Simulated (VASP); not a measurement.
Set up this calculation in VASP 6.6.1, as the native input.

```yaml
Task: density of states
Functional: PBE
Potentials_or_basis: VASP PAW PBE potentials, release 64 (Mo_sv, Si)
Cutoff: 520 eV
k_mesh: 12 × 12 × 12
Occupations: fermi-dirac, width 0.05 eV
Spin: no spin polarisation
Hubbard_terms: Mo d U = 4.0 eV
Dipole_correction: no
k_mesh_for_the_DOS: 18 × 18 × 18
Occupations_for_the_DOS: tetrahedron
Further_INCAR_settings: ALGO = Normal; EDIFF = 1e-06
```

Si2Mo:

```xyz
3
Lattice="-1.6000 1.6000 3.9305 1.6000 -1.6000 3.9305 1.6000 1.6000 -3.9305" Properties=species:S:1:pos:R:3 pbc="T T T"
Mo    0.0000    0.0000    0.0000
Si    0.0000    0.0000    5.2433
Si    0.0000    0.0000    2.6177
```

One way to write it, as run:

POSCAR

```
Si2Mo
1.0
   -1.6000000000      1.6000000000      3.9305000000
    1.6000000000     -1.6000000000      3.9305000000
    1.6000000000      1.6000000000     -3.9305000000
Mo Si
1 2
Direct
    0.0000000000      0.0000000000      0.0000000000
    0.6670000000      0.6670000000      0.0000000000
    0.3330000000      0.3330000000      0.0000000000
```

INCAR.step1

```
ALGO = Normal
EDIFF = 1E-6
ENCUT = 520
GGA = PE
ISIF = 2
ISMEAR = -1
LASPH = T
LCHARG = T
LDAU = T
LDAUJ = 0 0
LDAUL = 2 -1
LDAUPRINT = 1
LDAUTYPE = 2
LDAUU = 4 0
LMAXMIX = 4
LREAL = F
LWAVE = F
NBANDS = 18
NELM = 150
PREC = Accurate
SIGMA = 0.05
```

KPOINTS.step1

```
k-points
0
Gamma
  12 12 12
```

INCAR.step2

```
ALGO = Normal
EDIFF = 1E-6
ENCUT = 520
GGA = PE
ICHARG = 11
ISIF = 2
ISMEAR = -5
LASPH = T
LCHARG = F
LDAU = T
LDAUJ = 0 0
LDAUL = 2 -1
LDAUPRINT = 1
LDAUTYPE = 2
LDAUU = 4 0
LMAXMIX = 4
LORBIT = 11
LREAL = F
LWAVE = F
NEDOS = 1001
NELM = 150
PREC = Accurate
SIGMA = 0.05
```

KPOINTS.step2

```
k-points
0
Gamma
  18 18 18
```

Potentials or basis: VASP PAW PBE potentials, release 64 (Mo_sv, Si).

The run is started by

```console
$ cat potpaw_PBE.64/Mo_sv/POTCAR potpaw_PBE.64/Si/POTCAR > POTCAR
$ cp INCAR.step1 INCAR
$ cp KPOINTS.step1 KPOINTS
$ mpirun -np 1 vasp_std > vasp.out
$ cp INCAR.step2 INCAR
$ cp KPOINTS.step2 KPOINTS
$ mpirun -np 1 vasp_std > vasp.out
```

It gave:

```yaml
Valence_electrons_inside_the_program's_atomic_spheres: Mo 12.62; Si 1.62
```

Caveat: U without spin polarisation on a metal has little footing; the U is typed as a test and isn't derived for this compound.

Run time: 2.3 min on 1 thread of Intel(R) Xeon(R) 6975P-C (Granite Rapids) (shared host), peak memory 0.42 GiB.
